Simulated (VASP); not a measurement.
Input of a VASP 6.6.1 run:

The input POSCAR:

```
Fe
1.0
   -1.4345540696      1.4345540696      1.4345540696
    1.4345540696     -1.4345540696      1.4345540696
    1.4345540696      1.4345540696     -1.4345540696
Fe
1
Direct
    0.0000000000      0.0000000000      0.0000000000
```

File INCAR.step1:

```
PREC     = Accurate       # precision mode
ENCUT    = 520            # plane-wave cutoff, eV
ISMEAR   = 1              # smearing method
SIGMA    = 0.6            # smearing width, eV
LREAL    = F              # projectors in reciprocal space
LASPH    = T              # aspherical terms in the spheres
NELM     = 150            # most SCF steps
ISPIN    = 2              # spin polarisation
MAGMOM   = 2.804          # initial moments
LMAXMIX  = 4              # l up to which the mixer works
NBANDS   = 14             # bands
GGA      = PE             # functional
ALGO     = Normal         # electronic algorithm
EDIFF    = 1E-4           # SCF threshold, eV
LWAVE    = T              # write WAVECAR
LCHARG   = F              # write CHGCAR
```

INCAR.step2

```
PREC     = Accurate       # precision mode
ENCUT    = 520            # plane-wave cutoff, eV
EDIFF    = 1E-7           # SCF threshold, eV
ISMEAR   = 1              # smearing method
SIGMA    = 0.6            # smearing width, eV
LREAL    = F              # projectors in reciprocal space
LASPH    = T              # aspherical terms in the spheres
NELM     = 150            # most SCF steps
ALGO     = Normal         # electronic algorithm
ISIF     = 2              # what is computed and relaxed
LWAVE    = F              # write WAVECAR
LCHARG   = T              # write CHGCAR
ISPIN    = 2              # spin polarisation
MAGMOM   = 2.804          # initial moments
LORBIT   = 11             # projections on sites
LMAXMIX  = 4              # l up to which the mixer works
METAGGA  = R2SCAN         # meta-GGA
LMIXTAU  = T            
LELF     = T              # ELF
LVHAR    = T            
NBANDS   = 14             # bands
ISTART   = 1
```

KPOINTS

```
Automatic mesh
0
Gamma
  15 15 15
```

Potentials or basis: VASP PAW PBE potentials, release 64 (Fe).

The run is started by

```bash
$ cat potpaw_PBE.64/Fe/POTCAR > POTCAR
$ cp INCAR.step1 INCAR
$ mpirun -np 1 vasp_std > vasp.out
$ cp INCAR.step2 INCAR
$ mpirun -np 1 vasp_std > vasp.out
```

(1) Estimate the net moment.

(2) What does it give for the site moments?

(3) Estimate the pressure.

## Answers

(1) 2.67 μB per cell.

(2) Fe +2.74 μB.

(3) -0.3 GPa.

Caveat: the PAW data sets were made with another functional, which shifts forces and pressure a little.
